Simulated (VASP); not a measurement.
HgTe: single point with PBE

The system is HgTe.

```
Hg Te
1.0
     0.00000    3.22337    3.37686
     3.22337    0.00000    3.37686
     3.22337    3.22337    0.00000
Hg Te
1 1
Direct
  0.00000 0.00000 0.00000
  0.25000 0.25000 0.25000
```

This cell differs from its parent crystal: epitaxial xy strain -2.0%.

```yaml
Program: VASP 6.6.1
Task: single point
Functional: PBE
Potentials_or_basis: VASP PAW PBE potentials, release 64 (Hg, Te)
Cutoff: 520 eV
k_mesh: 6 × 6 × 6
Occupations: fermi-dirac, width 0.02 eV
Spin: no spin polarisation
```

- Pressure: 1.9 GPa
- Band gap on the k mesh: zero (filled and empty bands touch)

Stress tensor (GPa, compression positive):
```
2.12 0.00 0.00
0.00 2.12 0.00
0.00 0.00 1.45
```

Levels at points of the mesh, in eV from the Fermi level:
```
           k point  band 7  band 8  band 9  band 10  band 11  band 12
(0.00, 0.00, 0.00)   -0.88   -0.17    0.00     0.00     4.25     4.25
(0.50, 0.00, 0.00)   -5.29   -1.07   -0.86     0.64     4.91     5.14
(0.50, 0.50, 0.00)   -5.42   -2.04   -2.04     2.07     2.67     7.83
(0.50, 0.00, 0.50)   -5.20   -2.27   -2.16     1.75     2.48     8.11
```

It took 19 s on 1 thread of Intel(R) Xeon(R) Platinum 8559C (Emerald Rapids), with other jobs on the host, peak memory 0.22 GiB.

Caveat: the cell differs from its parent crystal (epitaxial xy strain -2.0%); semilocal functionals underestimate gaps, so a narrow gap can read as zero; spin-orbit coupling is left out, which moves the levels of the heavy elements.
